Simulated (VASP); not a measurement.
Set up this calculation in VASP 6.6.1, as the native input.

```yaml
Task: single point
Functional: PBE
Potentials_or_basis: VASP PAW PBE potentials, release 64 (Ni)
Cutoff: 520 eV
k_mesh: 10 × 10 × 13
Occupations: fermi-dirac, width 0.1 eV
Spin: collinear spin, ferromagnetic start
Starting_moments: "[1.0, 1.0, 1.0] μB"
Dipole_correction: no
Further_INCAR_settings: ALGO = Normal; EDIFF = 1e-06; NBANDS = 26
```

The structure of Ni lies in POSCAR:

```
Ni
1.0
    3.8701094891      0.0000000000      0.0000000000
   -1.9350547445      3.3516131330      0.0000000000
    0.0000000000      0.0000000000      2.3370045856
Ni
3
Direct
    0.0000000000      0.0000000000      0.0000000000
    0.3333333333      0.6666666667      0.5000000000
    0.6666666667      0.3333333333      0.5000000000
```

This isn't the form of Ni at room conditions, which is fcc.

The input as run:

INCAR

```
PREC = Accurate
ENCUT = 520
EDIFF = 1E-6
ISMEAR = -1
SIGMA = 0.1
LREAL = False
LASPH = True
NELM = 150
ALGO = Normal
ISIF = 2
LWAVE = False
LCHARG = False
ISPIN = 2
MAGMOM = 1 1 1
LORBIT = 11
LMAXMIX = 4
GGA = PE
NBANDS = 26
```

KPOINTS

```
regular mesh
0
Gamma
  10 10 13
```

Potentials or basis: VASP PAW PBE potentials, release 64 (Ni).

Run with:

```sh
$ cat potpaw_PBE.64/Ni/POTCAR > POTCAR
$ mpirun -np 1 vasp_std > vasp.out
```

It gave:

The pressure is 22.6 GPa. The net moment is 1.70 μB per cell, the site moments are Ni +0.55, +0.58 (each value once) μB and the valence electrons inside the program's atomic spheres are Ni 9.41, 9.50 (each value once).

Caveat: the cell stands under pressure.

Wall time 3.8 min on 1 thread of Intel Xeon 8259CL, with other jobs on the host, peak memory 0.23 GiB.
